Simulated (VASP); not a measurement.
# SiC (P6_3mc) in VASP: further runs

SiC is run at these levels: r2SCAN; tasks: phonons.

All numbers are computed with VASP 6.6.1; they aren't measurements. Logs are shortened: lines on timing, memory, paths and dates and some standing lists are left out, and cuts for length are marked.

### 1 The cell of the first run

Symmetry: P6_3mc, No. 186, hexagonal system. The conventional cell has a = 3.046 Å, b = 3.046 Å, c = 4.999 Å, α = 90.00°, β = 90.00°, γ = 120.00°. Within 2.5 Å of Si (site symmetry 3m) lie 4 C at 1.86 to 1.88 Å. Within 2.5 Å of C (site symmetry 3m) lie 4 Si at 1.86 to 1.88 Å.

### 2 Phonons, r2SCAN

INCAR

```
  PREC = Accurate
  ENCUT = 520
  EDIFF = 1E-8
  ISMEAR = 0
  SIGMA = 0.01
  LREAL = F
  LASPH = T
  NELM = 60
  ALGO = Normal
  ISIF = 2
  LWAVE = F
  LCHARG = F
  METAGGA = R2SCAN
  LMIXTAU = T
  NBANDS = 16
  IBRION = 6
  NFREE = 2
  POTIM = 0.015
  NSW = 1
```

KPOINTS

```
regular mesh
0
Gamma
  8 8 6
```

POSCAR

```
SiC
1.0
    3.0459841504      0.0000000000      0.0000000000
   -1.5229920752      2.6378996538      0.0000000000
    0.0000000000      0.0000000000      4.9985521835
Si C
2 2
Direct
    0.3333333333      0.6666666667      0.0046083248
    0.6666666667      0.3333333333      0.5046083248
    0.3333333333      0.6666666667      0.3803916752
    0.6666666667      0.3333333333      0.8803916752
```

Potentials or basis: VASP PAW PBE potentials, release 64 (Si, C).

Launch:

```console
$ cat potpaw_PBE.64/Si/POTCAR potpaw_PBE.64/C/POTCAR > POTCAR
$ mpirun -np 1 vasp_std > vasp.out
```

OUTCAR:

```text
PREC = Accurate
   ENCUT = 520
   EDIFF = 1E-8
   ISMEAR = 0
   LREAL = F
   LASPH = T
   NELM = 60
   ISIF = 2
   METAGGA = R2SCAN
   IBRION = 6
   NFREE = 2
   POTIM = 0.015
   NSW = 1

 ion  position               nearest neighbor table
   1  0.333  0.667  0.005-   4 1.86   4 1.86   4 1.86   3 1.88   2 3.06   2 3.06   2 3.06   2 3.06
                             2 3.06   2 3.06
   2  0.667  0.333  0.505-   3 1.86   3 1.86   3 1.86   4 1.88   1 3.06   1 3.06   1 3.06   1 3.06
                             1 3.06   1 3.06
   3  0.333  0.667  0.380-   2 1.86   2 1.86   2 1.86   1 1.88
   4  0.667  0.333  0.880-   1 1.86   1 1.86   1 1.86   2 1.88

  LATTYP: Found a hexagonal cell.
 ALAT       =     3.0459841504
 C/A-ratio  =     1.6410302670

  Lattice vectors:

 A1 = (   3.0459841504,   0.0000000000,   0.0000000000)
 A2 = (  -1.5229920752,   2.6378996538,   0.0000000000)
 A3 = (   0.0000000000,   0.0000000000,   4.9985521835)

Analysis of symmetry for initial positions (statically):
=====================================================================
 Subroutine PRICEL returns:
 Original cell was already a primitive cell.

 Routine SETGRP: Setting up the symmetry group for a
 hexagonal supercell.

 Subroutine GETGRP returns: Found 12 space group operations
 (whereof  6 operations were pure point group operations)
 out of a pool of 24 trial point group operations.

The static configuration has the point symmetry C_3v.
 The point group associated with its full space group is C_6v.

Analysis of symmetry for dynamics (positions and initial velocities):
=====================================================================
 Subroutine PRICEL returns:
 Original cell was already a primitive cell.

 Routine SETGRP: Setting up the symmetry group for a
 hexagonal supercell.

 Subroutine GETGRP returns: Found 12 space group operations
 (whereof  6 operations were pure point group operations)
 out of a pool of 24 trial point group operations.
[... 164 lines left out ...]
  Total        1.7025156      1.7025156      1.7034893      0.0000000      0.0000000      0.0000000
  in kB       67.9159124     67.9159124     67.9547558      0.0000000      0.0000000      0.0000000
  external PRESSURE =      67.9288602 kB  Pullay stress =       0.0000000 kB
[... 291 lines left out ...]
--------------------------------------- Ionic step        9  -------------------------------------------

 number of electron      15.9999998 magnetization

 Free energy of the ion-electron system (eV)
  ---------------------------------------------------
  ext. energy  EPLUGINS =         0.00000000
  ---------------------------------------------------
  free energy    TOTEN  =       -38.60958724 eV

  energy without entropy =      -38.60958724  energy(sigma->0) =      -38.60958724

 E-fermi :   8.6241     XC(G=0): -12.0598

 val. band max:        8.4994625729   @ k =   0.0000   0.0000   0.0000
 cond. band min:      11.3251828176   @ k =   0.3750   0.2500   0.0000
 fundamental gap:      2.8257202447
 Fermi energy:         8.6241080003

 k-point     1 :       0.0000    0.0000    0.0000
  band No.  band energies     occupation
      1      -8.1143      2.00000
      2      -4.3641      2.00000
      3      -0.7083      2.00000
      4       7.0921      2.00000
      5       7.0921      2.00000
      6       8.3179      2.00000
[... 433 lines left out ...]
      3       0.5175      2.00000
      4       1.8213      2.00000
      5       4.2173      2.00000
      6       5.6077      2.00000
[... 8 lines left out ...]
     15      21.3239      0.00000
     16      21.7777      0.00000

 [... further k-points ...]

------------------------ aborting loop because EDIFF is reached ----------------------------------------

  FORCE on cell =-STRESS in cart. coord.  units (eV):
  Direction    XX          YY          ZZ          XY          YZ          ZX
  --------------------------------------------------------------------------------------
  -------------------------------------------------------------------------------------
  Total        1.6212336      1.6212336      1.8739660      0.0000000      0.0000000      0.0000000
  in kB       64.6734521     64.6734521     74.7553272      0.0000000      0.0000000      0.0000000
  external PRESSURE =      68.0340771 kB  Pullay stress =       0.0000000 kB
[... 19 lines left out ...]
  FREE ENERGIE OF THE ION-ELECTRON SYSTEM (eV)
  ---------------------------------------------------
  free  energy   TOTEN  =       -38.6095872374 eV

  energy  without entropy=      -38.6095872374  energy(sigma->0) =      -38.60958724

 INTERNAL STRAIN TENSORS FROM DISPLACED ATOMS
 ============================================

 INTERNAL STRAIN TENSOR FOR ION    1 for displacements in x,y,z  (eV/Angst):
          X           Y           Z          XY          YZ          ZX
  --------------------------------------------------------------------------------
  x    -0.00000     0.00000     0.00000    -8.65886     0.00000    -6.35598
  y    -8.65886     8.65886     0.00000     0.00000    -6.35599     0.00000
  z    -5.53406    -5.53406    10.66097     0.00000     0.00000     0.00000

 INTERNAL STRAIN TENSOR FOR ION    4 for displacements in x,y,z  (eV/Angst):
          X           Y           Z          XY          YZ          ZX
  --------------------------------------------------------------------------------
  x     0.00000     0.00000     0.00000    10.62141     0.00000     6.35537
  y    10.62141   -10.62141     0.00000     0.00000     6.35538     0.00000
  z     5.53562     5.53562   -10.65848     0.00000    -0.00000     0.00000

 Eigenvectors and eigenvalues of the dynamical matrix
 ----------------------------------------------------

   1 f  =   26.233624 THz   164.830719 2PiTHz  875.059495 cm-1   108.493501 meV
             X         Y         Z           dx          dy          dz
     -0.000000  1.758600  0.023035     0.000000    0.000000   -0.007779
      1.522992  0.879300  2.522311     0.000000    0.000000    0.007779
     -0.000000  1.758600  1.901408    -0.000000   -0.000000   -0.707064
      1.522992  0.879300  4.400684    -0.000000   -0.000000    0.707064
[... 71 lines left out ...]
  12 f/i=    0.000587 THz     0.003691 2PiTHz    0.019594 cm-1     0.002429 meV
             X         Y         Z           dx          dy          dz
     -0.000000  1.758600  0.023035     0.000000   -0.000000    0.591786
      1.522992  0.879300  2.522311     0.000000   -0.000000    0.591786
     -0.000000  1.758600  1.901408     0.000000   -0.000000    0.387026
      1.522992  0.879300  4.400684     0.000000   -0.000000    0.387026

 ELASTIC MODULI CONTR FROM IONIC RELAXATION (kBar)
 Direction    XX          YY          ZZ          XY          YZ          ZX
 --------------------------------------------------------------------------------
 XX        -546.2359    298.2108    238.8399     -0.0000     -0.0000      0.0000
 YY         298.2108   -546.2359    238.8399      0.0000      0.0000     -0.0000
 ZZ         238.8399    238.8399   -459.9897     -0.0000      0.0000     -0.0000
 XY          -0.0000      0.0000     -0.0000   -422.2234     -0.0000     -0.0000
 YZ          -0.0000      0.0000      0.0000     -0.0000   -151.9048     -0.0000
 ZX           0.0000     -0.0000     -0.0000     -0.0000     -0.0000   -151.9048
 --------------------------------------------------------------------------------
```

Wall time 19 min (1 thread of Intel Xeon Platinum 8375C at 2.90GHz (Ice Lake), shared host); peak memory 0.31 GiB.

What came out:

```
Highest phonon frequency at Γ, LO-TO splitting left out : 875 cm⁻¹
```

Phonon frequencies in cm⁻¹ (negative: imaginary):
| q point | frequencies |
| --- | --- |
| (0.000, 0.000, 0.000) | 0 0 0 271 271 620 794 794 798 828 828 875 |

Caveat: the cell stands under pressure or tension, which shifts response properties; the PAW data sets were made with another functional, which shifts forces and pressure a little.

(Part 1 of 2 ends here.)
